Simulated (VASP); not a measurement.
# Cl2 in VASP: further runs

The runs below take Cl2 through relaxation of the atoms, single point, with PBEsol.

All numbers are computed with VASP 6.6.1; they aren't measurements. Logs are shortened: lines on timing, memory, paths and dates and some standing lists are left out, and cuts for length are marked.

### 1 The cell of the first run

The cell holds a molecule in a box, 2 atoms: a = 12.000 Å, b = 12.300 Å, c = 12.600 Å, α = 90.00°, β = 90.00°, γ = 90.00°.

### 2 Relaxation of the atoms, PBEsol

INCAR reads:

```
PREC = Accurate ; ENCUT = 520
EDIFF = 1E-6 ; ISMEAR = -1
SIGMA = 0.01 ; LREAL = False
LASPH = True ; NELM = 100
ALGO = Normal ; ISIF = 2
LWAVE = False ; LCHARG = False
GGA = PS ; IBRION = 2
NSW = 80 ; EDIFFG = -0.01
```

KPOINTS reads:

```
regular mesh
0
Gamma
  1 1 1
```

POSCAR reads:

```
Cl
1.0
   12.0000000000      0.0000000000      0.0000000000
    0.0000000000     12.3000000000      0.0000000000
    0.0000000000      0.0000000000     12.6000000000
Cl
2
Direct
    0.5000000000      0.5000000000      0.4206349206
    0.5000000000      0.5000000000      0.5793650794
```

Potentials or basis: VASP PAW PBE potentials, release 64 (Cl).

On the command line:

```console
> cat potpaw_PBE.64/Cl/POTCAR > POTCAR
> mpirun -np 1 vasp_gam > vasp.out
```

OUTCAR:

```text
PREC = Accurate
   ENCUT = 520
   EDIFF = 1E-6
   ISMEAR = -1
   LREAL = False
   LASPH = True
   NELM = 100
   ISIF = 2
   GGA = PS
   IBRION = 2
   NSW = 80
   EDIFFG = -0.01

 ion  position               nearest neighbor table
   1  0.500  0.500  0.421-   2 2.00
   2  0.500  0.500  0.579-   1 2.00

  LATTYP: Found a simple orthorhombic cell.
 ALAT       =    12.0000000000
 B/A-ratio  =     1.0250000000
 C/A-ratio  =     1.0500000000

  Lattice vectors:

 A1 = (  12.0000000000,   0.0000000000,   0.0000000000)
 A2 = (   0.0000000000,  12.3000000000,   0.0000000000)
 A3 = (   0.0000000000,   0.0000000000,  12.6000000000)

Analysis of symmetry for initial positions (statically):
=====================================================================
 Subroutine PRICEL returns:
 Original cell was already a primitive cell.

 Routine SETGRP: Setting up the symmetry group for a
 simple orthorhombic supercell.

 Subroutine GETGRP returns: Found  8 space group operations
 (whereof  8 operations were pure point group operations)
 out of a pool of  8 trial point group operations.

The static configuration has the point symmetry D_2h.

Analysis of symmetry for dynamics (positions and initial velocities):
=====================================================================
 Subroutine PRICEL returns:
 Original cell was already a primitive cell.

 Routine SETGRP: Setting up the symmetry group for a
 simple orthorhombic supercell.

 Subroutine GETGRP returns: Found  8 space group operations
 (whereof  8 operations were pure point group operations)
 out of a pool of  8 trial point group operations.

The dynamic configuration has the point symmetry D_2h.

 Subroutine INISYM returns: Found  8 space group operations
 (whereof  8 operations are pure point group operations),
 and found     1 'primitive' translations

----------------------------------------------------------------------------------------

                                     Primitive cell

  volume of cell :    1859.7600

  direct lattice vectors                    reciprocal lattice vectors
    12.000000000  0.000000000  0.000000000     0.083333333  0.000000000  0.000000000
     0.000000000 12.300000000  0.000000000     0.000000000  0.081300813  0.000000000
     0.000000000  0.000000000 12.600000000     0.000000000  0.000000000  0.079365079

  length of vectors
    12.000000000 12.300000000 12.600000000     0.083333333  0.081300813  0.079365079

  position of ions in fractional coordinates (direct lattice)
     0.500000000  0.500000000  0.420634921
     0.500000000  0.500000000  0.579365079

  ion indices of the primitive-cell ions
   primitive index   ion index
                 1           1
                 2           2

----------------------------------------------------------------------------------------

 KPOINTS: regular mesh

Automatic generation of k-mesh.
 Grid dimensions read from file:
 generate k-points for:    1    1    1

 Generating k-lattice:

  Cartesian coordinates                     Fractional coordinates (reciprocal lattice)
     0.083333333  0.000000000  0.000000000     1.000000000  0.000000000  0.000000000
     0.000000000  0.081300813  0.000000000     0.000000000  1.000000000  0.000000000
     0.000000000  0.000000000  0.079365079     0.000000000  0.000000000  1.000000000

  Length of vectors
     0.083333333  0.081300813  0.079365079

  Shift w.r.t. Gamma in fractional coordinates (k-lattice)
     0.000000000  0.000000000  0.000000000

 Subroutine IBZKPT returns following result:
 ===========================================

 Found      1 irreducible k-points:

 Following reciprocal coordinates:
            Coordinates               Weight
  0.000000  0.000000  0.000000      1.000000
   k-points           NKPTS =      1   k-points in BZ     NKDIM =      1   number of bands    NBANDS=     11
   number of dos      NEDOS =    301   number of ions     NIONS =      2
   total plane-waves  NPLWV = 829440
   dimension x,y,z NGX =    90 NGY =   96 NGZ =   96
   dimension x,y,z NGXF=   180 NGYF=  192 NGZF=  192
   ions per type =               2
   NGX,Y,Z   is equivalent  to a cutoff of  12.47, 12.98, 12.67 a.u.
   NGXF,Y,Z  is equivalent  to a cutoff of  24.94, 25.95, 25.33 a.u.
 SYSTEM =  unknown system
   PREC   = accura    normal or accurate (medium, high low for compatibility)
   ISTART =      0    job   : 0-new  1-cont  2-samecut
   ICHARG =      2    charge: 1-file 2-atom 10-const
   ISPIN  =      1    spin polarized calculation?
   LNONCOLLINEAR =      F non collinear calculations
   LSORBIT =      F    spin-orbit coupling
   LASPH  =      T    aspherical Exc in radial PAW
   ENCUT  =  520.0 eV  38.22 Ry    6.18 a.u.  22.31 22.87 23.43*2*pi/ulx,y,z
   NELM   =    100;   NELMIN=  2; NELMDL= -5     # of ELM steps
   EDIFF  = 0.1E-05   stopping-criterion for ELM
   LREAL  =      F    real-space projection
   EDIFFG = -.1E-01   stopping-criterion for IOM
   NSW    =     80    number of steps for IOM
   IBRION =      2    ionic relax: 0-MD 1-quasi-New 2-CG
   NFREE  =      1    steps in history (QN), initial steepest desc. (CG)
   ISIF   =      2    stress and relaxation
   ISYM   =      2    0-nonsym 1-usesym 2-fastsym
   POTIM  = 0.5000    time-step for ionic-motion
   TEBEG  =    0.0;   TEEND  =   0.0 temperature during run
   PSTRESS=    0.0 pullay stress
   NELECT =      14.0000    total number of electrons
   NUPDOWN=      -1.0000    fix difference up-down
   EMIN   =  10.00;   EMAX   =-10.00  energy-range for DOS
   EFERMI =   0.00;   METHOD = LEGACY
   ISMEAR =    -1;   SIGMA  =   0.01  broadening in eV -4-tet -1-fermi 0-gaus
   EFERMI_NEDOS =   21; number of points for ismear=-14 and -15
   IALGO  =     38    algorithm
   IMIX   =      4    mixing-type and parameters
     AMIX     =   0.40;   BMIX     =  1.00
     AMIX_MAG =   1.60;   BMIX_MAG =  1.00
  volume/ion in A,a.u.               =     929.88      6275.14
  Fermi-wavevector in a.u.,A,eV,Ry     =   0.320847  0.606314  1.400625  0.102943
  Thomas-Fermi vector in A             =   1.207823
   LORBIT       =      0    0 simple, 1 ext, 2 COOP (PROOUT), +10 PAW based schemes
   GGA     = PS    functional components
   LHFCALC =     F    Hartree Fock is set to
   AEXX    =    0.0000 exact exchange contribution
   IVDW    =     0    specifies the selected vdW correction
   LEPSILON=     F    determine dielectric tensor
   LRPA    =     F    only Hartree local field effects (RPA)
 conjugate gradient relaxation of ions
 non-spin polarized calculation
  energy-cutoff  :      520.00
  volume of cell :     1859.76
 maximum number of plane-waves:     25042
 NGX is ok and might be reduce to    90
   NGX = 45   NGY = 45   NGZ = 47

--------------------------------------- Ionic step        1  -------------------------------------------

 number of electron      14.0000000 magnetization

 Free energy of the ion-electron system (eV)
  ---------------------------------------------------
  ext. energy  EPLUGINS =         0.00000000
  ---------------------------------------------------
  free energy    TOTEN  =        -3.84060334 eV

  energy without entropy =       -3.84060334  energy(sigma->0) =       -3.84060334

------------------------ aborting loop because EDIFF is reached ----------------------------------------

  FORCE on cell =-STRESS in cart. coord.  units (eV):
  Direction    XX          YY          ZZ          XY          YZ          ZX
  --------------------------------------------------------------------------------------
  -------------------------------------------------------------------------------------
  Total       -0.0206383     -0.0215982     -0.7764935      0.0000000      0.0000000      0.0000000
  in kB       -0.0177798     -0.0186068     -0.6689467      0.0000000      0.0000000      0.0000000
  external PRESSURE =      -0.2351111 kB  Pullay stress =       0.0000000 kB

 VOLUME and BASIS-vectors are now :
 -----------------------------------------------------------------------------
  energy-cutoff  :      520.00
  volume of cell :     1859.76
      direct lattice vectors                 reciprocal lattice vectors
    12.000000000  0.000000000  0.000000000     0.083333333  0.000000000  0.000000000
     0.000000000 12.300000000  0.000000000     0.000000000  0.081300813  0.000000000
     0.000000000  0.000000000 12.600000000     0.000000000  0.000000000  0.079365079

 POSITION                                       TOTAL-FORCE (eV/Angst)
 -----------------------------------------------------------------------------------
      6.00000      6.15000      5.30000         0.000000      0.000000      0.377340
      6.00000      6.15000      7.30000         0.000000      0.000000     -0.377340
 -----------------------------------------------------------------------------------
    total drift:                                0.000000     -0.000000      0.000000

  FREE ENERGIE OF THE ION-ELECTRON SYSTEM (eV)
  ---------------------------------------------------
  free  energy   TOTEN  =        -3.8406033444 eV

  energy  without entropy=       -3.8406033444  energy(sigma->0) =       -3.84060334

--------------------------------------- Ionic step        2  -------------------------------------------

 number of electron      13.9999998 magnetization

------------------------ aborting loop because EDIFF is reached ----------------------------------------

  FORCE on cell =-STRESS in cart. coord.  units (eV):
  Direction    XX          YY          ZZ          XY          YZ          ZX
  --------------------------------------------------------------------------------------
  -------------------------------------------------------------------------------------
  Total       -0.0205674     -0.0218302      0.6572375      0.0000000      0.0000000      0.0000000
  in kB       -0.0177188     -0.0188066      0.5662080      0.0000000      0.0000000      0.0000000
  external PRESSURE =       0.1765609 kB  Pullay stress =       0.0000000 kB

 VOLUME and BASIS-vectors are now :
 -----------------------------------------------------------------------------
  energy-cutoff  :      520.00
  volume of cell :     1859.76
      direct lattice vectors                 reciprocal lattice vectors
    12.000000000  0.000000000  0.000000000     0.083333333  0.000000000  0.000000000
     0.000000000 12.300000000  0.000000000     0.000000000  0.081300813  0.000000000
     0.000000000  0.000000000 12.600000000     0.000000000  0.000000000  0.079365079

 POSITION                                       TOTAL-FORCE (eV/Angst)
 -----------------------------------------------------------------------------------
      6.00000      6.15000      5.31820         0.000000      0.000000     -0.345538
      6.00000      6.15000      7.28180         0.000000      0.000000      0.345538
 -----------------------------------------------------------------------------------
    total drift:                                0.000000      0.000000      0.000000

  FREE ENERGIE OF THE ION-ELECTRON SYSTEM (eV)
  ---------------------------------------------------
  free  energy   TOTEN  =        -3.8415648562 eV

  energy  without entropy=       -3.8415648562  energy(sigma->0) =       -3.84156486

--------------------------------------- Ionic step        3  -------------------------------------------

 number of electron      13.9999998 magnetization

 Free energy of the ion-electron system (eV)
  ---------------------------------------------------
  ext. energy  EPLUGINS =         0.00000000
  ---------------------------------------------------
  free energy    TOTEN  =        -3.84438885 eV

  energy without entropy =       -3.84438885  energy(sigma->0) =       -3.84438885

 E-fermi :  -6.7928     XC(G=0):  -0.5065

 val. band max:       -7.0392664871   @ k =   0.0000   0.0000   0.0000
 cond. band min:      -3.9237095394   @ k =   0.0000   0.0000   0.0000
 fundamental gap:      3.1155569478
 Fermi energy:        -6.7928159913

 k-point     1 :       0.0000    0.0000    0.0000
  band No.  band energies     occupation
      1     -23.4003      2.00000
      2     -18.9941      2.00000
      3     -11.7969      2.00000
      4      -9.7996      2.00000
      5      -9.7996      2.00000
      6      -7.0393      2.00000
      7      -7.0393      2.00000
      8      -3.9237      0.00000
      9      -0.2694      0.00000
     10       0.6450      0.00000
     11       0.7656      0.00000

------------------------ aborting loop because EDIFF is reached ----------------------------------------

  FORCE on cell =-STRESS in cart. coord.  units (eV):
  Direction    XX          YY          ZZ          XY          YZ          ZX
  --------------------------------------------------------------------------------------
  -------------------------------------------------------------------------------------
  Total       -0.0198755     -0.0210896     -0.0205852     -0.0000000      0.0000000      0.0000000
  in kB       -0.0171227     -0.0181686     -0.0177341     -0.0000000      0.0000000      0.0000000
  external PRESSURE =      -0.0176751 kB  Pullay stress =       0.0000000 kB

 VOLUME and BASIS-vectors are now :
 -----------------------------------------------------------------------------
  energy-cutoff  :      520.00
  volume of cell :     1859.76
      direct lattice vectors                 reciprocal lattice vectors
    12.000000000  0.000000000  0.000000000     0.083333333  0.000000000  0.000000000
     0.000000000 12.300000000  0.000000000     0.000000000  0.081300813  0.000000000
     0.000000000  0.000000000 12.600000000     0.000000000  0.000000000  0.079365079

 POSITION                                       TOTAL-FORCE (eV/Angst)
 -----------------------------------------------------------------------------------
      6.00000      6.15000      5.30990         0.000000      0.000000     -0.000165
      6.00000      6.15000      7.29010         0.000000      0.000000      0.000165
 -----------------------------------------------------------------------------------
    total drift:                                0.000000     -0.000000      0.000000

  FREE ENERGIE OF THE ION-ELECTRON SYSTEM (eV)
  ---------------------------------------------------
  free  energy   TOTEN  =        -3.8443888460 eV

  energy  without entropy=       -3.8443888460  energy(sigma->0) =       -3.84438885

 reached required accuracy - stopping structural energy minimisation
```

Run time: 3.2 min. Hardware: 1 thread of Intel Xeon Platinum 8488C (Sapphire Rapids), shared host; peak memory 1.5 GiB.

What came out:

- Free energy: -3.8444 eV
- Energy gained by relaxing: 1.9 meV/atom
- Ionic steps: 3
- Gap between the frontier levels: 3.12 eV

Step by step:
```tsv
step	energy change (eV)	largest force (eV/Å)	pressure (GPa)
1	0.0000	0.3773	-0.02
2	-0.0010	0.3455	0.02
3	-0.0038	0.0002	0.00
```

Final structure:
```
Cl
1.0
    12.00000    0.00000    0.00000
     0.00000   12.30000    0.00000
     0.00000    0.00000   12.60000
Cl
2
Direct
  0.50000 0.50000 0.42142
  0.50000 0.50000 0.57858
```

Caveat: the PAW data sets were made with another functional, which shifts forces and pressure a little.

### 3 Single point, PBEsol, non-collinear spin, zero start, spin-orbit coupling

INCAR reads:

```
  PREC = Accurate
  ENCUT = 520
  EDIFF = 1E-6
  ISMEAR = -1
  SIGMA = 0.01
  LREAL = F
  LASPH = T
  NELM = 150
  ALGO = Normal
  ISIF = 2
  LWAVE = F
  LCHARG = F
  MAGMOM = 0 0 0 0 0 0
  LORBIT = 11
  LSORBIT = T
  GGA_COMPAT = F
  LORBMOM = T
  GGA = PS
  NBANDS = 26
```

KPOINTS reads:

```
Automatic mesh
0
Gamma
  1 1 1
```

POSCAR reads:

```
Cl
1.0
   12.0000000000      0.0000000000      0.0000000000
    0.0000000000     12.3000000000      0.0000000000
    0.0000000000      0.0000000000     12.6000000000
Cl
2
Direct
    0.5000000000      0.5000000000      0.4210644039
    0.5000000000      0.5000000000      0.5789355961
```

Potentials or basis: VASP PAW PBE potentials, release 64 (Cl).

On the command line:

```console
> cat potpaw_PBE.64/Cl/POTCAR > POTCAR
> mpirun -np 1 vasp_ncl > vasp.out
```

It took 11 min on 1 thread of Intel Xeon Platinum 8375C at 2.90GHz (Ice Lake), shared host; peak memory 4 GiB.

It converged, with:

| Item | Value |
| --- | --- |
| Free energy | -3.8469 eV |
| Largest force | 0.172 eV/Å |
| Net moment | 0.00 μB per cell |
| Valence electrons inside the program's atomic spheres | Cl 4.98 |

Forces in eV/Å, atoms in the order of the input:
```
Cl   0.000  0.000  0.172
Cl   0.000  0.000 -0.172
```

Moments on the atoms (μB; x, y, z):
```
Cl  0.00 0.00 0.00
Cl  0.00 0.00 0.00
```

Caveat: the PAW data sets were made with another functional, which shifts forces and pressure a little.
